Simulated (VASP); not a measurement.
# Cl in VASP: a series of runs

The runs below take Cl through single point, with LDA.

All numbers are computed with VASP 6.6.1; they aren't measurements. Logs are shortened: lines on timing, memory, paths and dates and some standing lists are left out, and cuts for length are marked.

### Step 1. The cell of the first run

The cell holds an amorphous packing of atoms, 20 atoms: a = 9.379 Å, b = 9.379 Å, c = 9.379 Å, α = 90.00°, β = 90.00°, γ = 90.00°.

### Step 2. Single point, LDA

INCAR reads:

```
  PREC = Accurate
  ENCUT = 520
  EDIFF = 1E-7
  ISMEAR = -1
  SIGMA = 0.05
  LREAL = Auto
  LASPH = True
  NELM = 60
  ALGO = Normal
  ISIF = 2
  LWAVE = False
  LCHARG = False
  NBANDS = 86
```

KPOINTS reads:

```
Automatic mesh
0
Gamma
  1 1 1
```

POSCAR reads:

```
Cl
1.0
    9.3788870000      0.0000000000      0.0000000000
    0.0000000000      9.3788870000      0.0000000000
    0.0000000000      0.0000000000      9.3788870000
Cl
20
Direct
    0.7932231666      0.4014818082      0.1864909736
    0.6518136515      0.4817737199      0.0463325043
    0.4876085251      0.8595687976      0.5477078676
    0.3768242951      0.6764724023      0.5885481412
    0.6958654226      0.8808260727      1.0107627723
    0.6180788398      0.8817635771      0.8097504866
    0.0836059524      0.9904225396      0.2004445269
    0.0375217356      0.7812450102      0.2289896915
    0.1543975136      0.4997667492      0.4607248339
    0.0056071403      0.3473511262      0.4329280948
    0.2878545132      0.2658365584      0.0096153986
    0.1528652851      0.2716489327      0.1748151187
    0.1106692851      0.9522455321      0.5491601740
   -0.0125323680      0.8299825052      0.6699228850
    0.6837651850      0.2552886330      0.4074120983
    0.6313632692      0.1313077722      0.5804795406
    0.9480333753      0.3171446848      0.8131432944
    0.9279611140      0.1271535392      0.9055038503
    0.4210603402      0.6871877973      0.2433231233
    0.3595565582      0.6538040420      0.0436003240
```

Potentials or basis: VASP PAW LDA potentials, release 64 (Cl).

On the command line:

```sh
$ cat potpaw_LDA.64/Cl/POTCAR > POTCAR
$ mpirun -np 1 vasp_gam > vasp.out
```

OUTCAR:

```text
PREC = Accurate
   ENCUT = 520
   EDIFF = 1E-7
   ISMEAR = -1
   LREAL = Auto
   LASPH = True
   NELM = 60
   ISIF = 2

 ion  position               nearest neighbor table
   1  0.793  0.401  0.186-   2 2.01
   2  0.652  0.482  0.046-   1 2.01
   3  0.488  0.860  0.548-   4 2.04
   4  0.377  0.676  0.589-   3 2.04
   5  0.696  0.881  0.011-   6 2.02
   6  0.618  0.882  0.810-   5 2.02
[... 12 lines left out ...]
  19  0.421  0.687  0.243-  20 1.98
  20  0.360  0.654  0.044-  19 1.98

  LATTYP: Found a simple cubic cell.
 ALAT       =     9.3788870000

  Lattice vectors:

 A1 = (   9.3788870000,   0.0000000000,   0.0000000000)
 A2 = (   0.0000000000,   9.3788870000,   0.0000000000)
 A3 = (   0.0000000000,   0.0000000000,   9.3788870000)

Analysis of symmetry for initial positions (statically):
=====================================================================
 Subroutine PRICEL returns:
 Original cell was already a primitive cell.

 Routine SETGRP: Setting up the symmetry group for a
 simple cubic supercell.

 Subroutine GETGRP returns: Found  1 space group operations
 (whereof  1 operations were pure point group operations)
 out of a pool of 48 trial point group operations.

The static configuration has the point symmetry C_1 .

Analysis of symmetry for dynamics (positions and initial velocities):
=====================================================================
 Subroutine PRICEL returns:
 Original cell was already a primitive cell.

 Routine SETGRP: Setting up the symmetry group for a
 simple cubic supercell.

 Subroutine GETGRP returns: Found  1 space group operations
 (whereof  1 operations were pure point group operations)
 out of a pool of 48 trial point group operations.

The dynamic configuration has the point symmetry C_1 .

 Subroutine INISYM returns: Found  1 space group operations
 (whereof  1 operations are pure point group operations),
 and found     1 'primitive' translations

----------------------------------------------------------------------------------------

                                     Primitive cell

  volume of cell :     824.9999

  direct lattice vectors                    reciprocal lattice vectors
     9.378887000  0.000000000  0.000000000     0.106622460  0.000000000  0.000000000
     0.000000000  9.378887000  0.000000000     0.000000000  0.106622460  0.000000000
     0.000000000  0.000000000  9.378887000     0.000000000  0.000000000  0.106622460

  length of vectors
     9.378887000  9.378887000  9.378887000     0.106622460  0.106622460  0.106622460

  position of ions in fractional coordinates (direct lattice)
     0.793223167  0.401481808  0.186490974
     0.651813651  0.481773720  0.046332504
     0.487608525  0.859568798  0.547707868
     0.376824295  0.676472402  0.588548141
     0.695865423  0.880826073  0.010762772
     0.618078840  0.881763577  0.809750487
[... 12 lines left out ...]
     0.421060340  0.687187797  0.243323123
     0.359556558  0.653804042  0.043600324

  ion indices of the primitive-cell ions
   primitive index   ion index
                 1           1
                 2           2
                 3           3
                 4           4
                 5           5
                 6           6
[... 12 lines left out ...]
                19          19
                20          20

----------------------------------------------------------------------------------------

 KPOINTS: Automatic mesh

Automatic generation of k-mesh.
 Grid dimensions read from file:
 generate k-points for:    1    1    1

 Generating k-lattice:

  Cartesian coordinates                     Fractional coordinates (reciprocal lattice)
     0.106622460  0.000000000  0.000000000     1.000000000  0.000000000  0.000000000
     0.000000000  0.106622460  0.000000000     0.000000000  1.000000000  0.000000000
     0.000000000  0.000000000  0.106622460     0.000000000  0.000000000  1.000000000

  Length of vectors
     0.106622460  0.106622460  0.106622460

  Shift w.r.t. Gamma in fractional coordinates (k-lattice)
     0.000000000  0.000000000  0.000000000

 Subroutine IBZKPT returns following result:
 ===========================================

 Found      1 irreducible k-points:

 Following reciprocal coordinates:
            Coordinates               Weight
  0.000000  0.000000  0.000000      1.000000
   k-points           NKPTS =      1   k-points in BZ     NKDIM =      1   number of bands    NBANDS=     86
   number of dos      NEDOS =    301   number of ions     NIONS =     20
   total plane-waves  NPLWV = 343000
   dimension x,y,z NGX =    70 NGY =   70 NGZ =   70
   dimension x,y,z NGXF=   140 NGYF=  140 NGZF=  140
   ions per type =              20
   NGX,Y,Z   is equivalent  to a cutoff of  12.41, 12.41, 12.41 a.u.
   NGXF,Y,Z  is equivalent  to a cutoff of  24.82, 24.82, 24.82 a.u.
 SYSTEM =  unknown system
   PREC   = accura    normal or accurate (medium, high low for compatibility)
   ISTART =      0    job   : 0-new  1-cont  2-samecut
   ICHARG =      2    charge: 1-file 2-atom 10-const
   ISPIN  =      1    spin polarized calculation?
   LNONCOLLINEAR =      F non collinear calculations
   LSORBIT =      F    spin-orbit coupling
   LASPH  =      T    aspherical Exc in radial PAW
   ENCUT  =  520.0 eV  38.22 Ry    6.18 a.u.  17.44 17.44 17.44*2*pi/ulx,y,z
   NELM   =     60;   NELMIN=  2; NELMDL= -5     # of ELM steps
   EDIFF  = 0.1E-06   stopping-criterion for ELM
   LREAL  =      T    real-space projection
   EDIFFG = 0.1E-05   stopping-criterion for IOM
   NSW    =      0    number of steps for IOM
   IBRION =     -1    ionic relax: 0-MD 1-quasi-New 2-CG
   NFREE  =      0    steps in history (QN), initial steepest desc. (CG)
   ISIF   =      2    stress and relaxation
   ISYM   =      2    0-nonsym 1-usesym 2-fastsym
   POTIM  = 0.5000    time-step for ionic-motion
   TEBEG  =    0.0;   TEEND  =   0.0 temperature during run
   PSTRESS=    0.0 pullay stress
   NELECT =     140.0000    total number of electrons
   NUPDOWN=      -1.0000    fix difference up-down
   EMIN   =  10.00;   EMAX   =-10.00  energy-range for DOS
   EFERMI =   0.00;   METHOD = LEGACY
   ISMEAR =    -1;   SIGMA  =   0.05  broadening in eV -4-tet -1-fermi 0-gaus
   EFERMI_NEDOS =   21; number of points for ismear=-14 and -15
   IALGO  =     38    algorithm
   IMIX   =      4    mixing-type and parameters
     AMIX     =   0.40;   BMIX     =  1.00
     AMIX_MAG =   1.60;   BMIX_MAG =  1.00
  volume/ion in A,a.u.               =      41.25       278.37
  Fermi-wavevector in a.u.,A,eV,Ry     =   0.906358  1.712767 11.176968  0.821484
  Thomas-Fermi vector in A             =   2.030036
   LORBIT       =      0    0 simple, 1 ext, 2 COOP (PROOUT), +10 PAW based schemes
   GGA     = CA    functional components
   LHFCALC =     F    Hartree Fock is set to
   AEXX    =    0.0000 exact exchange contribution
   IVDW    =     0    specifies the selected vdW correction
   LEPSILON=     F    determine dielectric tensor
   LRPA    =     F    only Hartree local field effects (RPA)
 non-spin polarized calculation
  energy-cutoff  :      520.00
  volume of cell :      825.00
 maximum number of plane-waves:     11072
 NGX is ok and might be reduce to    70
   NGX = 35   NGY = 35   NGZ = 35

 number of electron     140.0000016 magnetization

 Free energy of the ion-electron system (eV)
  ---------------------------------------------------
  ext. energy  EPLUGINS =         0.00000000
  ---------------------------------------------------
  free energy    TOTEN  =       -42.84058346 eV

  energy without entropy =      -42.84058321  energy(sigma->0) =      -42.84058333

 E-fermi :  -1.6094     XC(G=0):  -6.5038

 val. band max:       -2.4468084792   @ k =   0.0000   0.0000   0.0000
 cond. band min:      -0.7851226265   @ k =   0.0000   0.0000   0.0000
 fundamental gap:      1.6616858528
 Fermi energy:        -1.6093935781

 k-point     1 :       0.0000    0.0000    0.0000
  band No.  band energies     occupation
      1     -19.4919      2.00000
      2     -19.3153      2.00000
      3     -19.2757      2.00000
      4     -19.2111      2.00000
      5     -19.1386      2.00000
      6     -19.0228      2.00000
[... 74 lines left out ...]
     81       3.0072      0.00000
     82       4.5019      0.00000
 [bands above 82 left out]

------------------------ aborting loop because EDIFF is reached ----------------------------------------

  FORCE on cell =-STRESS in cart. coord.  units (eV):
  Direction    XX          YY          ZZ          XY          YZ          ZX
  --------------------------------------------------------------------------------------
  -------------------------------------------------------------------------------------
  Total       -4.7295082     -5.2718499     -5.0074382     -1.4549583      0.6808933     -0.3385180
  in kB       -9.1848625    -10.2381080     -9.7246117     -2.8255774      1.3223174     -0.6574133
  external PRESSURE =      -9.7158607 kB  Pullay stress =       0.0000000 kB

 VOLUME and BASIS-vectors are now :
 -----------------------------------------------------------------------------
  energy-cutoff  :      520.00
  volume of cell :      825.00
      direct lattice vectors                 reciprocal lattice vectors
     9.378887000  0.000000000  0.000000000     0.106622460  0.000000000  0.000000000
     0.000000000  9.378887000  0.000000000     0.000000000  0.106622460  0.000000000
     0.000000000  0.000000000  9.378887000     0.000000000  0.000000000  0.106622460

 POSITION                                       TOTAL-FORCE (eV/Angst)
 -----------------------------------------------------------------------------------
      7.43955      3.76545      1.74908        -0.149290      0.207175     -0.223517
      6.11329      4.51850      0.43455         0.169829     -0.168939      0.347983
      4.57323      8.06180      5.13689        -0.147456     -0.055315      0.149712
      3.53419      6.34456      5.51993         0.105989      0.200277     -0.154206
      6.52644      8.26117      0.10094         0.002309      0.011561     -0.295957
      5.79689      8.26996      7.59456         0.040025      0.009205      0.273266
[... 12 lines left out ...]
      3.94908      6.44506      2.28210        -0.148110     -0.056163     -0.175932
      3.37224      6.13195      0.40892         0.154880      0.053508      0.137899
 -----------------------------------------------------------------------------------
    total drift:                                0.000459     -0.000202      0.001336

  FREE ENERGIE OF THE ION-ELECTRON SYSTEM (eV)
  ---------------------------------------------------
  free  energy   TOTEN  =       -42.8405834568 eV

  energy  without entropy=      -42.8405832094  energy(sigma->0) =      -42.84058333
```

Wall time 1.9 min (1 thread of Intel Xeon Platinum 8175M at 2.50GHz (Skylake/Cascade Lake), shared host); peak memory 0.48 GiB.

Results:

* Free energy: -42.8406 eV
* Pressure: -1.0 GPa
* Largest force: 0.422 eV/Å
* Band gap on the k mesh: 1.66 eV

Forces on the atoms (eV/Å):
```
Cl  -0.149  0.207 -0.224
Cl   0.170 -0.169  0.348
Cl  -0.147 -0.055  0.150
Cl   0.106  0.200 -0.154
Cl   0.002  0.012 -0.296
Cl   0.040  0.009  0.273
Cl  -0.044 -0.213  0.032
Cl   0.048  0.178 -0.038
Cl  -0.052 -0.005 -0.045
Cl   0.025  0.134  0.022
Cl  -0.140 -0.027  0.131
Cl   0.113  0.069 -0.149
Cl  -0.134 -0.113  0.099
Cl   0.091  0.098 -0.063
Cl   0.039 -0.264  0.185
Cl   0.089 -0.080 -0.225
Cl  -0.016 -0.134  0.056
Cl  -0.047  0.155 -0.065
Cl  -0.148 -0.056 -0.176
Cl   0.155  0.054  0.138
```

Levels at points of the mesh, in eV from the valence-band top:
```
           k point  band 68  band 69  band 70  band 71  band 72  band 73
(0.00, 0.00, 0.00)    -0.16    -0.07     0.00     1.66     1.99     2.43
```

Caveat: the k points lie up to 0.67 Å⁻¹ apart.

### Step 3. Single point, LDA

INCAR reads:

```
PREC = Accurate ; ENCUT = 520
EDIFF = 1E-7 ; ISMEAR = -1
SIGMA = 0.05 ; LREAL = Auto
LASPH = T ; NELM = 80
ALGO = Normal ; ISIF = 2
LWAVE = F ; LCHARG = T
GGA = CA ; LELF = T
LVHAR = T ; NBANDS = 86
```

KPOINTS reads:

```
regular mesh
0
Gamma
  1 1 1
```

POSCAR reads:

```
Cl
1.0
    9.3788870000      0.0000000000      0.0000000000
    0.0000000000      9.3788870000      0.0000000000
    0.0000000000      0.0000000000      9.3788870000
Cl
20
Direct
    0.8178475762      0.4393698314      0.2087667758
    0.7367292089      0.5276425657      0.0214204521
    0.4108269990      0.8896044914      0.5386566658
    0.3865810517      0.6835672506      0.5917120016
    0.7204586216      0.8207050581      0.9425851916
    0.6165976837      0.8944025021      0.7864046128
    0.0397595152      0.9877611277      0.1902251301
   -0.0046060903      0.7657731669      0.2344947753
    0.0939557114      0.5569104308      0.3957185965
   -0.0648584422      0.4394764539      0.4608542570
    0.3224689667      0.3553619955      0.0863002188
    0.1332993990      0.2901943482      0.1632176611
    0.0083058896      0.9170491125      0.5562920206
   -0.0289693223      0.7369637783      0.6511860096
    0.6632130230      0.2706504514      0.4298591080
    0.6145292080      0.1584196504      0.6179198022
    1.0032960201      0.2885523623      0.8187325426
    0.9478949901      0.0879102179      0.8670325168
    0.3730933105      0.6659638825      0.3003341441
    0.4084919671      0.6724358658      0.0989349802
```

Potentials or basis: VASP PAW LDA potentials, release 64 (Cl).

On the command line:

```sh
$ cat potpaw_LDA.64/Cl/POTCAR > POTCAR
$ mpirun -np 1 vasp_gam > vasp.out
```

Run time: 2 min. Hardware: 1 thread of Intel Xeon Platinum 8175M at 2.50GHz (Skylake/Cascade Lake), shared host; peak memory 0.48 GiB.

Results (log left out):

* Free energy: -41.7638 eV
* Pressure: 0.1 GPa
* Largest force: 2.391 eV/Å
* Band gap on the k mesh: 1.73 eV

Forces on the atoms (eV/Å):
```
Cl  -0.555  0.377 -0.666
Cl   0.382 -0.494  0.702
Cl   0.095 -0.377  0.516
Cl  -0.097  0.651 -0.050
Cl   1.209 -0.683  1.577
Cl  -1.189  0.959 -1.839
Cl  -0.311 -1.240  0.101
Cl   0.415  1.913 -0.438
Cl   0.851 -0.099 -0.197
Cl  -0.563 -0.832  0.571
Cl  -0.569 -0.303  0.256
Cl   0.343 -0.103 -0.180
Cl   0.200  0.556 -0.422
Cl  -0.291 -0.391  0.585
Cl  -0.057 -0.296  0.774
Cl   0.284  0.337 -0.868
Cl  -0.179 -0.473 -0.018
Cl   0.032  0.503 -0.002
Cl  -0.191 -0.329  1.220
Cl   0.189  0.324 -1.620
```

Stress tensor (GPa, compression positive):
```
-0.18 -0.39  0.34
-0.39 -0.52 -0.03
 0.34 -0.03  0.86
```

Levels at points of the mesh, in eV from the valence-band top:
| k point | band 66 | band 67 | band 68 | band 69 | band 70 | band 71 | band 72 | band 73 | band 74 | band 75 |
| --- | --- | --- | --- | --- | --- | --- | --- | --- | --- | --- |
| (0.00, 0.00, 0.00) | -0.32 | -0.29 | -0.16 | -0.11 | 0.00 | 1.73 | 1.82 | 1.85 | 2.13 | 2.41 |

Caveat: the k points lie up to 0.67 Å⁻¹ apart.

### Step 4. Single point, LDA

INCAR reads:

```
SYSTEM = Cl
PREC = Accurate
ENCUT = 520
EDIFF = 1E-7
ISMEAR = -1
SIGMA = 0.05
LREAL = Auto
LASPH = .TRUE.
NELM = 80
ALGO = Normal
ISIF = 2
LWAVE = .FALSE.
LCHARG = .FALSE.
NBANDS = 86
```

KPOINTS reads:

```
regular mesh
0
G
  1 1 1
  0 0 0
```

POSCAR reads:

```
Cl
1.0
    9.3788870000      0.0000000000      0.0000000000
    0.0000000000      9.3788870000      0.0000000000
    0.0000000000      0.0000000000      9.3788870000
Cl
20
Direct
    0.7991033478      0.3712380797      0.1945006908
    0.7298840470      0.5538610285      0.1065584861
    0.5395522944      0.9109822946      0.5123955540
    0.4186211008      0.7326242442      0.5140375398
    0.7841335544      0.8522866306      0.9733031222
    0.6846014884      0.8124098307      0.7857009046
    0.0284148855      0.9965574806      0.2436109956
    0.0144686678      0.7894007039      0.2761308458
    0.1671200431      0.5272800493      0.4427177766
   -0.0392477274      0.4516953877      0.4869767596
    0.2769838255      0.3913790624      0.1731335499
    0.1081045118      0.2818458096      0.1562232278
    0.1112285498      0.8460492167      0.6421977363
   -0.0037850973      0.7029405515      0.7281247764
    0.7323150391      0.2774636265      0.4668251147
    0.6370265470      0.1512972701      0.6279209889
    0.9556357807      0.2885523623      0.7572646946
    0.9558596878      0.0856818085      0.8364212086
    0.4147080565      0.6799101002      0.2257304092
    0.4616859122      0.6825223505      0.0254614433
```

On the command line:

```sh
$ cat potpaw_LDA.64/Cl/POTCAR > POTCAR
$ mpirun -np 1 vasp_gam > vasp.out
```

Run time: 1.9 min. Hardware: 1 thread of Intel Xeon Platinum 8175M at 2.50GHz (Skylake/Cascade Lake), shared host; peak memory 0.45 GiB.

Results (log left out):

* Free energy: -41.8004 eV
* Pressure: 0.4 GPa
* Largest force: 1.987 eV/Å
* Band gap on the k mesh: 1.07 eV

Forces on the atoms (eV/Å):
```
Cl  -0.254  0.040 -0.055
Cl   0.207 -0.299  0.195
Cl  -0.148 -0.044  0.329
Cl  -0.219 -0.321  0.030
Cl  -0.363 -0.358 -0.573
Cl   0.153  0.491  0.779
Cl   0.210  0.513 -0.102
Cl  -0.140 -0.530  0.069
Cl  -1.003 -0.031  0.412
Cl   0.978  0.230 -0.064
Cl   1.818  0.796 -0.110
Cl  -1.535 -1.017 -0.330
Cl   0.975  1.108 -0.789
Cl  -0.694 -1.166  0.717
Cl  -0.597 -0.428  0.501
Cl   0.731  0.602 -0.937
Cl   0.148 -0.798  0.170
Cl  -0.199  0.881  0.081
Cl  -0.101  0.132  1.327
Cl   0.032  0.200 -1.651
```

Stress tensor (GPa, compression positive):
```
 0.52  0.13 -0.27
 0.13  0.29  0.16
-0.27  0.16  0.27
```

Levels at points of the mesh, in eV from the valence-band top:
| k point | band 68 | band 69 | band 70 | band 71 | band 72 | band 73 |
| --- | --- | --- | --- | --- | --- | --- |
| (0.00, 0.00, 0.00) | -0.20 | -0.09 | 0.00 | 1.07 | 1.69 | 1.81 |

Caveat: the k points lie up to 0.67 Å⁻¹ apart.
